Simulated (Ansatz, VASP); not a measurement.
**CoH4: VASP beside Ansatz**

The input INCAR:

```
PREC = Accurate
ENCUT = 600
EDIFF = 1E-6
ISMEAR = 0
SIGMA = 0.1
LREAL = False
LASPH = True
NELM = 150
ALGO = Normal
ISIF = 3
LWAVE = False
LCHARG = False
ISPIN = 2
MAGMOM = 1.3 0 0 0 0
LORBIT = 11
LMAXMIX = 4
GGA = PE
IBRION = 2
NSW = 100
EDIFFG = -0.01
```

Contents of KPOINTS:

```
regular mesh
0
Gamma
  12 12 4
```

POSCAR

```
CoH4
1.0
    2.5221729157      0.0000000000      0.0000000000
   -1.2610864578      2.1842658177      0.0000000000
    0.0000000000      0.0000000000      7.8560794669
Co H
1 4
Direct
    0.6666666667      0.3333333333      0.2297176664
    0.3333333333      0.6666666667      0.1143763415
    0.0000000000      0.0000000000      0.3450489660
    0.3333333333      0.6666666667      0.6753033649
    0.3333333333      0.6666666667      0.7699948810
```

Input for Ansatz:

```yaml
crystal:
  lattice:
    - [2.5221729157, 0.0, 0.0]
    - [-1.2610864578, 2.1842658177, 0.0]
    - [0.0, 0.0, 7.8560794669]
  atoms:
    - { symbol: Co, position: [0.6666666667, 0.3333333333, 0.2297176664], spin: 1.3 }
    - { symbol: H, position: [0.3333333333, 0.6666666667, 0.1143763415] }
    - { symbol: H, position: [0.0, 0.0, 0.345048966] }
    - { symbol: H, position: [0.3333333333, 0.6666666667, 0.6753033649] }
    - { symbol: H, position: [0.3333333333, 0.6666666667, 0.769994881] }
basis:
  ecutwfc: 420
kpoints:
  mp_grid: { grid: [12, 12, 4] }
hamiltonian:
  xc: pbe
scf:
  occupations: { method: gaussian, width: 0.1 }
output:
  forces: true
  stress: true
  eigenvalues: true
  populations: true
  write_density: true
  write_potential: true
  elf: true
  volumetric_format: npy
magnetization:
  spin_polarized: true
relax:
  adjacent_minimum: "off"
  f_tol: 0.01
  max_steps: 80
  cell: { stress_tol: 0.05 }
```

Alike in both runs: task relaxation of cell and atoms; functional PBE; k mesh 12 × 12 × 4; occupations gaussian, width 0.1 eV; collinear spin.

```csv
,VASP,Ansatz
version,VASP 6.6.1,Ansatz 0.2.0
potentials or method,"VASP PAW PBE potentials, release 64 (Co, H), cutoff 600 eV","scalar-relativistic, plane waves, PAW"
valence electrons in the cell,13,21
```

|  | VASP | Ansatz | Ansatz less VASP |
| --- | --- | --- | --- |
| gap on the k mesh at the Fermi level, each at its own relaxed structure (eV) | none | none | - |
| net moment per atom (μB) | 0.15 | 0.15 | 0.000 |
| size of the moment on the site where the two differ most (μB) | 0.77 | 0.70 | -0.070 |
| relaxed volume (Å³/atom) | 8.48 | 8.96 | +0.487 |
| relaxed cell length with the largest relative difference (Å) | 7.850 | 8.284 | +0.4339 |

Site moments also hang on the region over which each program counts them. A gap of «none» marks a metal or a gap that the smearing closes. One of these differences is far larger than is usual between the two programs; its cause wasn't traced. VASP's potentials hold 13 valence electrons a cell and Ansatz's 21, so a difference there can come from the potentials and not from the codes.
